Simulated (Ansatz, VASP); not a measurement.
## Two plane-wave programs on SnSe

The input INCAR:

```
SYSTEM = SnSe
PREC = Accurate
ENCUT = 500
EDIFF = 1E-6
ISMEAR = 0
SIGMA = 0.05
LREAL = .FALSE.
LASPH = .TRUE.
NELM = 120
ALGO = Normal
ISIF = 2
LWAVE = .FALSE.
LCHARG = .FALSE.
GGA = CA
NBANDS = 28
GGA_COMPAT = .FALSE.
```

KPOINTS

```
Automatic mesh
0
G
  6 6 4
  0 0 0
```

The input POSCAR:

```
SnSe
1.0
    4.1898989384      0.0000000000      0.0000000000
    0.0000000000      4.1898989384      0.0000000000
    0.0000000000      0.0000000000     10.9796229033
Sn Se
2 2
Direct
    0.3567984553      0.0000000000      0.4328100200
    0.0000000000      0.5000000000      0.6218366655
    0.5000000000      0.0000000000      0.6217782147
    0.0000000000      0.5000000000      0.3782217853
```

Input for Ansatz:

```yaml
crystal:
  lattice:
    - [4.1898989384, 0.0, 0.0]
    - [0.0, 4.1898989384, 0.0]
    - [0.0, 0.0, 10.9796229033]
  atoms:
    - { symbol: Sn, position: [0.3567984553, 0.0, 0.43281002] }
    - { symbol: Sn, position: [0.0, 0.5, 0.6218366655] }
    - { symbol: Se, position: [0.5, 0.0, 0.6217782147] }
    - { symbol: Se, position: [0.0, 0.5, 0.3782217853] }
basis:
  ecutwfc: 420
kpoints:
  mp_grid: { grid: [6, 6, 4] }
hamiltonian:
  xc: lda
scf:
  occupations: { method: gaussian, width: 0.05 }
output:
  forces: true
  stress: true
  eigenvalues: true
```

Alike in both runs: task single point; functional LDA; k mesh 6 × 6 × 4; occupations gaussian, width 0.05 eV; no spin polarisation.

|  | VASP | Ansatz |
| --- | --- | --- |
| version | VASP 6.6.1 | Ansatz 0.2.0 |
| potentials or method | VASP PAW LDA potentials, release 64 (Sn_d, Se), cutoff 500 eV | scalar-relativistic, plane waves, PAW |
| valence electrons in the cell | 40 | 60 |

Ansatz gave:

| Property | Result |
| --- | --- |
| gap on the k mesh at the Fermi level (eV) | 0.47 |
| least direct gap on the mesh (eV) | 0.55 |
| rms of the force components (eV/Å) | 3.596 |

Q: What did VASP give for the same quantities?

A: gap on the k mesh at the Fermi level (eV): 0.46; least direct gap on the mesh (eV): 0.52; rms of the force components (eV/Å): 3.614.

LDA's correlation is that of Perdew and Zunger in VASP and of Perdew and Wang (1992) in Ansatz. Atom by atom the forces differ by 0.025 eV/Å (rms over components). VASP's potentials hold 40 valence electrons a cell and Ansatz's 60, so a difference there can come from the potentials and not from the codes.
